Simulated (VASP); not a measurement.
# NiMoIrPdW (P3m1) in VASP: settings compared

The runs below take NiMoIrPdW through single point, with revPBE, PBE+D3(BJ), PBEsol.

All numbers are computed with VASP 6.6.1; they aren't measurements. Logs are shortened: lines on timing, memory, paths and dates and some standing lists are left out, and cuts for length are marked.

**1. The cell of the first run**

Symmetry: P3m1, No. 156, trigonal system. The conventional cell has a = 2.778 Å, b = 2.778 Å, c = 22.022 Å, α = 90.00°, β = 90.00°, γ = 120.00°. Ni (site symmetry 3m) has 9 Ni at 2.54 to 2.78 Å and 3 W at 2.59 Å within 3.4 Å. Ni (site symmetry 3m) has 9 Ni at 2.54 to 2.78 Å and 3 Ir at 2.64 Å within 3.4 Å. Mo (site symmetry 3m) has 3 Ir at 2.76 Å and 6 Mo at 2.78 Å and 3 Pd at 2.82 Å within 3.6 Å. Within 3.5 Å of Mo (site symmetry 3m) lie 3 Ir at 2.68 Å and 6 Mo at 2.78 Å and 3 Pd at 2.83 Å. Within 3.7 Å of Pd (site symmetry 3m) lie 6 Pd at 2.78 Å and 3 W at 2.81 Å and 3 Mo at 2.82 Å. Within 3.7 Å of Pd (site symmetry 3m) lie 6 Pd at 2.78 Å and 3 W at 2.81 Å and 3 Mo at 2.83 Å. Within 3.6 Å of Ir (site symmetry 3m) lie 3 Mo at 2.76 Å and 3 W at 2.77 Å and 6 Ir at 2.78 Å. Ir (site symmetry 3m) has 3 Ni at 2.64 Å and 3 Mo at 2.68 Å and 6 Ir at 2.78 Å within 3.5 Å.

**2. Single point, revPBE, collinear spin, ferromagnetic start**

Contents of INCAR:

```
PREC     = Accurate       # precision mode
ENCUT    = 520            # plane-wave cutoff, eV
EDIFF    = 1E-6           # SCF threshold, eV
ISMEAR   = -1             # smearing method
SIGMA    = 0.05           # smearing width, eV
LREAL    = False          # projectors in reciprocal space
LASPH    = True           # aspherical terms in the spheres
NELM     = 150            # most SCF steps
ALGO     = Normal         # electronic algorithm
ISIF     = 2              # what is computed and relaxed
LWAVE    = False          # write WAVECAR
LCHARG   = False          # write CHGCAR
ISPIN    = 2              # spin polarisation
MAGMOM   = 1 1 1 1 0 0 0.6 0.6 0 0 # initial moments
LORBIT   = 11             # projections on sites
LMAXMIX  = 4              # l up to which the mixer works
GGA      = RE             # functional
NBANDS   = 72             # bands
```

Contents of KPOINTS:

```
regular mesh
0
Gamma
  8 8 1
```

Contents of POSCAR:

```
NiMoIrPdW
1.0
    2.7778647217      0.0000000000      0.0000000000
   -1.3889323608      2.4057014172      0.0000000000
    0.0000000000      0.0000000000     22.0223927942
Ni Mo Pd Ir W
2 2 2 2 2
Direct
    0.3333333333      0.6666666667      0.0450676696
    0.6666666667      0.3333333333      0.9555974223
    0.6666666667      0.3333333333      0.3418413165
    0.6666666667      0.3333333333      0.7631448799
    0.3333333333      0.6666666667      0.4472378211
    0.3333333333      0.6666666667      0.6570436670
    0.3333333333      0.6666666667      0.2400158942
    0.3333333333      0.6666666667      0.8605199922
    0.6666666667      0.3333333333      0.1373533241
    0.6666666667      0.3333333333      0.5521780131
```

Potentials or basis: VASP PAW PBE potentials, release 64 (Ni, Mo_sv, Pd, Ir, W_sv).

On the command line:

```bash
> cat potpaw_PBE.64/Ni/POTCAR potpaw_PBE.64/Mo_sv/POTCAR potpaw_PBE.64/Pd/POTCAR potpaw_PBE.64/Ir/POTCAR potpaw_PBE.64/W_sv/POTCAR > POTCAR
> mpirun -np 1 vasp_std > vasp.out
```

OUTCAR:

```text
PREC = Accurate
   ENCUT = 520
   EDIFF = 1E-6
   ISMEAR = -1
   LREAL = False
   LASPH = True
   NELM = 150
   ISIF = 2
   ISPIN = 2
   LORBIT = 11
   GGA = RE

 ion  position               nearest neighbor table
   1  0.333  0.667  0.045-   2 2.54   2 2.54   2 2.54   9 2.59   9 2.59   9 2.59
   2  0.667  0.333  0.956-   1 2.54   1 2.54   1 2.54   8 2.64   8 2.64   8 2.64
   3  0.667  0.333  0.342-   7 2.76   7 2.76   7 2.76   5 2.82   5 2.82   5 2.82
   4  0.667  0.333  0.763-   8 2.68   8 2.68   8 2.68   6 2.83   6 2.83   6 2.83
   5  0.333  0.667  0.447-  10 2.81  10 2.81  10 2.81   3 2.82   3 2.82   3 2.82
   6  0.333  0.667  0.657-  10 2.81  10 2.81  10 2.81   4 2.83   4 2.83   4 2.83
   7  0.333  0.667  0.240-   3 2.76   3 2.76   3 2.76   9 2.77   9 2.77   9 2.77
   8  0.333  0.667  0.861-   2 2.64   2 2.64   2 2.64   4 2.68   4 2.68   4 2.68
   9  0.667  0.333  0.137-   1 2.59   1 2.59   1 2.59   7 2.77   7 2.77   7 2.77
  10  0.667  0.333  0.552-   6 2.81   6 2.81   6 2.81   5 2.81   5 2.81   5 2.81

  LATTYP: Found a hexagonal cell.
 ALAT       =     2.7778647217
 C/A-ratio  =     7.9278132668

  Lattice vectors:

 A1 = (   2.7778647217,   0.0000000000,   0.0000000000)
 A2 = (  -1.3889323608,   2.4057014172,   0.0000000000)
 A3 = (   0.0000000000,   0.0000000000,  22.0223927942)

Analysis of symmetry for initial positions (statically):
=====================================================================
 Subroutine PRICEL returns:
 Original cell was already a primitive cell.

 Routine SETGRP: Setting up the symmetry group for a
 hexagonal supercell.

 Subroutine GETGRP returns: Found  6 space group operations
 (whereof  6 operations were pure point group operations)
 out of a pool of 24 trial point group operations.

The static configuration has the point symmetry C_3v.

Analysis of symmetry for dynamics (positions and initial velocities):
=====================================================================
 Subroutine PRICEL returns:
 Original cell was already a primitive cell.

 Routine SETGRP: Setting up the symmetry group for a
 hexagonal supercell.

 Subroutine GETGRP returns: Found  6 space group operations
 (whereof  6 operations were pure point group operations)
 out of a pool of 24 trial point group operations.

The dynamic configuration has the point symmetry C_3v.

Analysis of structural, dynamic, and magnetic symmetry:
=====================================================================
 Subroutine PRICEL returns:
 Original cell was already a primitive cell.
[... 158 lines left out ...]

 val. band max:       10.4056076658   @ k =   0.3750   0.1250   0.0000
 cond. band min:      10.4118792143   @ k =   0.2500   0.1250   0.0000
 fundamental gap:      0.0062715486
 Fermi energy:        10.4071044059

 spin component 1

 k-point     1 :       0.0000    0.0000    0.0000
  band No.  band energies     occupation
      1     -63.7090      1.00000
      2     -63.5647      1.00000
      3     -50.6689      1.00000
      4     -50.6511      1.00000
      5     -28.0717      1.00000
      6     -27.9130      1.00000
[... 709 lines left out ...]
     68      14.6889      0.00000
     69      15.9475      0.00000
 Fermi energy:        10.4071044059

 spin component 2

 k-point     1 :       0.0000    0.0000    0.0000
  band No.  band energies     occupation
      1     -63.7090      1.00000
      2     -63.5649      1.00000
      3     -50.6686      1.00000
      4     -50.6513      1.00000
      5     -28.0717      1.00000
      6     -27.9132      1.00000
[... 709 lines left out ...]
     68      14.6890      0.00000
     69      15.9476      0.00000
 [bands above 69 left out]

------------------------ aborting loop because EDIFF is reached ----------------------------------------

  FORCE on cell =-STRESS in cart. coord.  units (eV):
  Direction    XX          YY          ZZ          XY          YZ          ZX
  --------------------------------------------------------------------------------------
  -------------------------------------------------------------------------------------
  Total        0.2967928      0.2967928      0.2758445      0.0000000      0.0000000     -0.0000000
  in kB        3.2310714      3.2310714      3.0030153      0.0000000      0.0000000     -0.0000000
  external PRESSURE =       3.1550527 kB  Pullay stress =       0.0000000 kB

 VOLUME and BASIS-vectors are now :
 -----------------------------------------------------------------------------
  energy-cutoff  :      520.00
  volume of cell :      147.17
      direct lattice vectors                 reciprocal lattice vectors
     2.777864722  0.000000000  0.000000000     0.359988732  0.207839592  0.000000000
    -1.388932361  2.405701417  0.000000000     0.000000000  0.415679183  0.000000000
     0.000000000  0.000000000 22.022392794     0.000000000  0.000000000  0.045408326

 POSITION                                       TOTAL-FORCE (eV/Angst)
 -----------------------------------------------------------------------------------
     -0.00000      1.60380      0.99250         0.000000      0.000000     -0.022147
      1.38893      0.80190     21.04454         0.000000      0.000000      0.008158
      1.38893      0.80190      7.52816         0.000000     -0.000000      0.007995
      1.38893      0.80190     16.80628        -0.000000      0.000000     -0.018452
     -0.00000      1.60380      9.84925        -0.000000      0.000000     -0.006249
     -0.00000      1.60380     14.46967        -0.000000      0.000000      0.007241
     -0.00000      1.60380      5.28572        -0.000000      0.000000      0.011102
     -0.00000      1.60380     18.95071        -0.000000      0.000000      0.015328
      1.38893      0.80190      3.02485        -0.000000      0.000000     -0.003064
      1.38893      0.80190     12.16028        -0.000000      0.000000      0.000089
 -----------------------------------------------------------------------------------
    total drift:                               -0.000000      0.000000     -0.000496

  FREE ENERGIE OF THE ION-ELECTRON SYSTEM (eV)
  ---------------------------------------------------
  free  energy   TOTEN  =       -82.2052601537 eV

  energy  without entropy=      -82.1236415111  energy(sigma->0) =      -82.16445083

 total charge

# of ion       s       p       d       tot
------------------------------------------
    1        0.470   0.437   8.311   9.218
    2        0.432   0.378   8.313   9.123
    3        2.362   6.179   3.889  12.430
    4        2.366   6.192   3.910  12.469
    5        0.538   0.605   8.440   9.583
    6        0.537   0.602   8.438   9.576
    7        0.689   0.731   6.969   8.390
    8        0.692   0.679   6.947   8.319
    9        2.409   6.307   3.347  12.064
   10        2.400   6.265   3.310  11.975
--------------------------------------------------
tot         12.894  28.377  61.876 103.146

 magnetization (x)

# of ion       s       p       d       tot
------------------------------------------
    1       -0.000  -0.000   0.000   0.000
    2        0.000  -0.000   0.002   0.001
    3        0.000   0.000   0.000   0.000
    4       -0.000  -0.000  -0.000  -0.000
    5       -0.000   0.000   0.000   0.000
    6       -0.000  -0.000   0.000  -0.000
    7       -0.000  -0.000  -0.000  -0.000
    8        0.000  -0.000   0.000   0.000
    9       -0.000  -0.000  -0.000  -0.000
   10       -0.000   0.000   0.000   0.000
--------------------------------------------------
tot         -0.000  -0.000   0.002   0.002
```

Wall time 21 min (1 thread of AMD EPYC 7R43 (Zen 3), shared host); peak memory 0.43 GiB.

Results:

```yaml
Free_energy: -82.2053 eV
Pressure: 0.3 GPa
Largest_force: 0.022 eV/Å
Band_gap_on_the_k_mesh: zero (filled and empty bands overlap)
Net_moment: 0.00 μB per cell
Valence_electrons_inside_the_program's_atomic_spheres: Ni 9.22, 9.12; Mo 12.43, 12.47; Pd 9.58; Ir 8.39, 8.32; W 12.06, 11.97
```

Forces on the atoms (eV/Å):
```
Ni   0.000  0.000 -0.022
Ni   0.000  0.000  0.008
Mo   0.000  0.000  0.008
Mo   0.000  0.000 -0.018
Pd   0.000  0.000 -0.006
Pd   0.000  0.000  0.007
Ir   0.000  0.000  0.011
Ir   0.000  0.000  0.015
W    0.000  0.000 -0.003
W    0.000  0.000  0.000
```

Caveat: the moments typed at the start vanished in this run; the PAW data sets were made with another functional, which shifts forces and pressure a little; spin-orbit coupling is left out, which moves the levels of the heavy elements.

**3. Single point, PBE+D3(BJ), collinear spin, ferromagnetic start**

This run uses another cell than the first one, of 14.24 Å³/atom.

Contents of INCAR:

```
  PREC = Accurate
  ENCUT = 520
  EDIFF = 1E-6
  ISMEAR = -1
  SIGMA = 0.05
  LREAL = False
  LASPH = True
  NELM = 150
  ALGO = Normal
  ISIF = 2
  LWAVE = False
  LCHARG = False
  ISPIN = 2
  MAGMOM = 1 1 1 1 0 0 0.6 0.6 0 0
  LORBIT = 11
  LMAXMIX = 4
  GGA = PE
  IVDW = 12
  NBANDS = 72
```

KPOINTS is that of step 2.

Contents of POSCAR:

```
NiMoIrPdW
1.0
    2.7491273942      0.0000000000      0.0000000000
   -1.3745636971      2.3808141616      0.0000000000
    0.0000000000      0.0000000000     21.7620653651
Ni Mo Pd Ir W
2 2 2 2 2
Direct
    0.3333333333      0.6666666667      0.0445498333
    0.6666666667      0.3333333333      0.9557071458
    0.6666666667      0.3333333333      0.3425111295
    0.6666666667      0.3333333333      0.7625756818
    0.3333333333      0.6666666667      0.4473365200
    0.3333333333      0.6666666667      0.6571163688
    0.3333333333      0.6666666667      0.2403273351
    0.3333333333      0.6666666667      0.8606393035
    0.6666666667      0.3333333333      0.1369935781
    0.6666666667      0.3333333333      0.5522431042
```

Potentials or basis: VASP PAW PBE potentials, release 64 (Ni, Mo_sv, Pd, Ir, W_sv).

On the command line:

```bash
> cat potpaw_PBE.64/Ni/POTCAR potpaw_PBE.64/Mo_sv/POTCAR potpaw_PBE.64/Pd/POTCAR potpaw_PBE.64/Ir/POTCAR potpaw_PBE.64/W_sv/POTCAR > POTCAR
> mpirun -np 1 vasp_std > vasp.out
```

Run time: 21 min. Hardware: 1 thread of AMD EPYC, shared host; peak memory 0.39 GiB.

It converged, with:

| Property | Result |
| --- | --- |
| Free energy | -93.3848 eV |
| Pressure | -1.4 GPa |
| Largest force | 0.021 eV/Å |
| Band gap on the k mesh | zero (filled and empty bands overlap) |
| Net moment | 0.00 μB per cell |
| Valence electrons inside the program's atomic spheres | Ni 9.28, 9.18; Mo 12.51, 12.54; Pd 9.66; Ir 8.47, 8.40; W 12.14, 12.05 |
| Dispersion energy per atom | -0.659 eV |

Forces on the atoms (eV/Å):
```
Ni   0.000  0.000 -0.009
Ni   0.000  0.000 -0.001
Mo   0.000  0.000  0.014
Mo   0.000  0.000 -0.021
Pd   0.000  0.000 -0.009
Pd   0.000  0.000  0.010
Ir   0.000  0.000  0.016
Ir   0.000  0.000  0.014
W    0.000  0.000 -0.011
W    0.000  0.000 -0.002
```

Stress tensor (GPa, compression positive):
```
-1.36  0.00  0.00
 0.00 -1.36  0.00
 0.00  0.00 -1.51
```

Levels at points of the mesh, in eV from the Fermi level:
Spin up:
| k point | band 53 | band 54 | band 55 | band 56 | band 57 | band 58 | band 59 | band 60 |
| --- | --- | --- | --- | --- | --- | --- | --- | --- |
| (0.00, 0.00, 0.00) | -1.42 | -1.01 | -1.01 | -0.64 | -0.64 | -0.63 | -0.42 | -0.36 |
| (0.50, 0.00, 0.00) | -0.15 | -0.08 | 0.50 | 0.95 | 1.02 | 1.37 | 1.40 | 1.61 |
Spin down:
```tsv
k point	band 52	band 53	band 54	band 55	band 56	band 57	band 58	band 59	band 60	band 61
(0.00, 0.00, 0.00)	-1.58	-1.42	-1.01	-1.01	-0.64	-0.64	-0.63	-0.42	-0.36	-0.36
(0.50, 0.00, 0.00)	-0.18	-0.15	-0.08	0.50	0.95	1.02	1.37	1.40	1.61	1.67
```

Caveat: three body term missing; the moments typed at the start vanished in this run; spin-orbit coupling is left out, which moves the levels of the heavy elements.

**4. Single point, PBEsol, collinear spin, ferromagnetic start**

This run uses another cell than the first one, of 14.03 Å³/atom.

Contents of INCAR:

```
  ALGO = Normal
  EDIFF = 1E-6
  ENCUT = 520
  GGA = PS
  ISIF = 2
  ISMEAR = -1
  ISPIN = 2
  LASPH = T
  LCHARG = F
  LMAXMIX = 4
  LORBIT = 11
  LREAL = F
  LWAVE = F
  MAGMOM = 1 1 1 1 0 0 0.6 0.6 0 0
  NBANDS = 72
  NELM = 150
  PREC = Accurate
  SIGMA = 0.05
```

Contents of KPOINTS:

```
k-points
0
Gamma
  8 8 1
```

Contents of POSCAR:

```
NiMoIrPdW
1.0
    2.7366402334      0.0000000000      0.0000000000
   -1.3683201167      2.3699999631      0.0000000000
    0.0000000000      0.0000000000     21.6281455490
Ni Mo Pd Ir W
2 2 2 2 2
Direct
    0.3333333333      0.6666666667      0.0439725040
    0.6666666667      0.3333333333      0.9559917050
    0.6666666667      0.3333333333      0.3423213982
    0.6666666667      0.3333333333      0.7631108817
    0.3333333333      0.6666666667      0.4474318428
    0.3333333333      0.6666666667      0.6573262475
    0.3333333333      0.6666666667      0.2398196150
    0.3333333333      0.6666666667      0.8613491858
    0.6666666667      0.3333333333      0.1362856657
    0.6666666667      0.3333333333      0.5523909543
```

On the command line:

```bash
> cat potpaw_PBE.64/Ni/POTCAR potpaw_PBE.64/Mo_sv/POTCAR potpaw_PBE.64/Pd/POTCAR potpaw_PBE.64/Ir/POTCAR potpaw_PBE.64/W_sv/POTCAR > POTCAR
> mpirun -np 1 vasp_std > vasp.out
```

It took 15 min on 1 thread of Oxide Virtual Turin-like, shared host; peak memory 0.38 GiB.

The run converged. Its results:

```
Free energy                                           : -95.0851 eV
Pressure                                              : 0.5 GPa
Largest force                                         : 0.041 eV/Å
Band gap on the k mesh                                : zero (filled and empty bands overlap)
Net moment                                            : 0.00 μB per cell
Valence electrons inside the program's atomic spheres : Ni 9.32, 9.22; Mo 12.54, 12.58; Pd 9.68; Ir 8.50, 8.43; W 12.18, 12.09
```

Forces in eV/Å, atoms in the order of the input:
```
Ni   0.000  0.000 -0.029
Ni   0.000  0.000  0.014
Mo   0.000  0.000  0.025
Mo   0.000  0.000 -0.041
Pd   0.000  0.000 -0.014
Pd   0.000  0.000  0.014
Ir   0.000  0.000  0.015
Ir   0.000  0.000  0.035
W    0.000  0.000 -0.017
W    0.000  0.000 -0.001
```

Levels at points of the mesh, in eV from the Fermi level:
Spin up:
| k point | band 52 | band 53 | band 54 | band 55 | band 56 | band 57 | band 58 | band 59 | band 60 | band 61 |
| --- | --- | --- | --- | --- | --- | --- | --- | --- | --- | --- |
| (0.00, 0.00, 0.00) | -1.62 | -1.43 | -1.03 | -1.03 | -0.67 | -0.67 | -0.66 | -0.45 | -0.37 | -0.37 |
| (0.50, 0.00, 0.00) | -0.19 | -0.18 | -0.11 | 0.49 | 0.98 | 1.06 | 1.39 | 1.42 | 1.61 | 1.66 |
Spin down:
```csv
k point,band 52,band 53,band 54,band 55,band 56,band 57,band 58,band 59,band 60,band 61
"(0.00, 0.00, 0.00)",-1.62,-1.43,-1.04,-1.04,-0.67,-0.67,-0.66,-0.45,-0.37,-0.37
"(0.50, 0.00, 0.00)",-0.19,-0.18,-0.11,0.49,0.98,1.06,1.39,1.42,1.61,1.66
```

Caveat: the moments typed at the start vanished in this run; the PAW data sets were made with another functional, which shifts forces and pressure a little; spin-orbit coupling is left out, which moves the levels of the heavy elements.

**5. Summary**

```csv
level,cell,gap on the mesh (eV),pressure (GPa),moment (μB),largest force (eV/Å)
revPBE,"a = 2.778, b = 2.778, c = 22.022 Å, angles 90.0, 90.0, 120.0°, 10 atoms, atomic positions A",none,0.3,0.00,0.02
PBE+D3(BJ),"a = 2.749, b = 2.749, c = 21.762 Å, angles 90.0, 90.0, 120.0°, 10 atoms, atomic positions B",none,-1.4,0.00,0.02
PBEsol,"a = 2.737, b = 2.737, c = 21.628 Å, angles 90.0, 90.0, 120.0°, 10 atoms, atomic positions C",none,0.5,0.00,0.04
```

Alike in all rows: task single point; potentials or basis VASP PAW PBE potentials, release 64 (Ni, Mo_sv, Pd, Ir, W_sv); spin collinear, ferromagnetic start; k mesh 8 × 8 × 1; cutoff (eV) 520; smearing fermi-dirac 0.05 eV.

Caveats: the moments typed at the start vanished in this run; spin-orbit coupling is left out, which moves the levels of the heavy elements; the PAW data sets were made with another functional, which shifts forces and pressure a little (at least some runs); three body term missing (at least some runs).

Total energies depend on the potentials used, so only differences within one code and one set of settings carry meaning.

The gap in the log of VASP goes by the Fermi energy; the results here count the filled bands.